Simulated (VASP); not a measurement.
Here is a VASP 6.6.1 calculation.

The input INCAR:

```
SYSTEM = BN
AGGAC = 1.0
AGGAX = 1.0
ALDAC = 0.0
ALDAX = 1.0
ALGO = Normal
EDIFF = 1E-6
ENCUT = 600
GGA = B5
GGA_COMPAT = .FALSE.
ISIF = 2
ISMEAR = 0
LASPH = .TRUE.
LCHARG = .FALSE.
LREAL = .FALSE.
LWAVE = .FALSE.
NBANDS = 11
NELM = 120
PREC = Accurate
SIGMA = 0.05
```

File KPOINTS:

```
k-points
0
G
  12 12 12
  0 0 0
```

POSCAR

```
BN
1.0
    0.0000000000      1.8110936942      1.8110936942
    1.8110936942      0.0000000000      1.8110936942
    1.8110936942      1.8110936942      0.0000000000
B N
1 1
Direct
    0.0000000000      0.0000000000      0.0000000000
    0.7500000000      0.7500000000      0.7500000000
```

Potentials or basis: VASP PAW PBE potentials, release 64 (B, N).

Command:

```bash
$ cat potpaw_PBE.64/B/POTCAR potpaw_PBE.64/N/POTCAR > POTCAR
$ mpirun -np 1 vasp_std > vasp.out
```

(1) Predict the band gap on the k mesh.

(2) Estimate the pressure.

## Answers

(1) 4.87 eV, indirect (least direct gap 8.91 eV).

(2) 7.2 GPa.

Caveat: the PAW data sets were made with another functional, which shifts forces and pressure a little.
